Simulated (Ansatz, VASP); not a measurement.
## Sm in VASP and in Ansatz

```
Sm
1.0
     3.64400    0.00000    0.00000
    -1.82200    3.15580    0.00000
     0.00000    0.00000    5.87600
Sm
2
Direct
  0.33333 0.66667 0.25000
  0.66667 0.33333 0.75000
```

Alike in both runs: task single point; functional r2SCAN; k mesh 9 × 9 × 5; occupations fermi-dirac, width 0.1 eV; no spin polarisation.

```csv
,VASP,Ansatz
version,VASP 6.6.1,Ansatz 0.2.0
potentials or method,"VASP PAW PBE potentials, release 64 (Sm), cutoff 800 eV","PAW, plane waves, scalar-relativistic"
valence electrons in the cell,32,32
```

|  | VASP | Ansatz | Ansatz less VASP |
| --- | --- | --- | --- |
| pressure (GPa) | -4.0 | -3.8 | +0.21 |
| traceless stress, the component that is largest in VASP (GPa) | -0.44 | -0.44 | +0.002 |

VASP's potentials were made for PBE, not for r2SCAN. Ansatz's warnings: lower free energy seen, negative dielectric reading.

Neither program's run includes spin-orbit coupling.
